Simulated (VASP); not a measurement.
Set up this calculation in VASP 6.6.1, as the native input.

```
Task                   : relaxation of cell and atoms
Functional             : PBE
Potentials or basis    : VASP PAW PBE potentials, release 64 (Mg, Cd, Te, Se)
Cutoff                 : 600 eV
k mesh                 : 6 × 6 × 2
Occupations            : gaussian, width 0.1 eV
Spin                   : no spin polarisation
Dipole correction      : no
Further INCAR settings : ALGO = Normal; EDIFF = 1e-07; IBRION = 2; EDIFFG = -0.04; NSW = 90; ISIF = 3
```

The structure of MgCd2TeSe2 lies in POSCAR:

```
MgCd2TeSe2
1.0
    4.3727446100      0.0000000000      0.0000000000
   -2.1863723000      3.7869079200      0.0000000000
    0.0000000000      0.0000000000      9.7492409300
Mg Cd Te Se
1 2 1 2
Direct
    0.0000000000      0.0000000000      0.5000000000
    0.3333333300      0.6666666700      0.9773173400
    0.6666666700      0.3333333300      0.0226826600
    0.0000000000      0.0000000000      0.0000000000
    0.0000000000      0.0000000000      0.7830083600
    0.0000000000      0.0000000000      0.2169916400
```

The cell was built from a structure type or drawn by symmetry, and may not be a known phase.

These files were run (other wordings do the same):

INCAR

```
SYSTEM = MgCd2TeSe2
ALGO     = Normal         ! electronic algorithm
EDIFF    = 1E-7           ! SCF threshold, eV
EDIFFG   = -0.04          ! ionic threshold
ENCUT    = 600            ! plane-wave cutoff, eV
GGA      = PE             ! functional
IBRION   = 2              ! ionic algorithm
ISIF     = 3              ! what is computed and relaxed
ISMEAR   = 0              ! smearing method
LASPH    = .True.         ! aspherical terms in the spheres
LCHARG   = .False.        ! write CHGCAR
LREAL    = .False.        ! projectors in reciprocal space
LWAVE    = .False.        ! write WAVECAR
NELM     = 100            ! most SCF steps
NSW      = 90             ! ionic steps
PREC     = Accurate       ! precision mode
SIGMA    = 0.1            ! smearing width, eV
```

KPOINTS

```
k-points
0
Gamma
  6 6 2
  0 0 0
```

Potentials or basis: VASP PAW PBE potentials, release 64 (Mg, Cd, Te, Se).

Launch:

```sh
$ cat potpaw_PBE.64/Mg/POTCAR potpaw_PBE.64/Cd/POTCAR potpaw_PBE.64/Te/POTCAR potpaw_PBE.64/Se/POTCAR > POTCAR
$ mpirun -np 1 vasp_std > vasp.out
```

Results of the run:

```
Relaxed volume                        : 30.38 Å³/atom
Relaxed cell                          : a = 4.204 Å, b = 4.204 Å, c = 11.912 Å, α = 90.00°, β = 90.00°, γ = 120.00°
Space group after relaxing (to 0.1 Å) : P-3m1 (No. 164)
Energy gained by relaxing             : 2417.4 meV/atom
Ionic steps                           : 61
Pressure after relaxing               : 0.0 GPa
Largest force after relaxing          : 0.012 eV/Å
Band gap on the k mesh                : zero (bands 22 and 23 overlap by 0.60 eV)
```

Caveat: semilocal functionals underestimate gaps, so a narrow gap can read as zero; a cell axis changed by over 15 % at a fixed basis, so the end point is rough; spin-orbit coupling is left out, which moves the levels of the heavy elements.

Wall time 30 min on 1 thread of Intel(R) Xeon(R) 6975P-C (Granite Rapids), with other jobs on the host, peak memory 0.39 GiB.
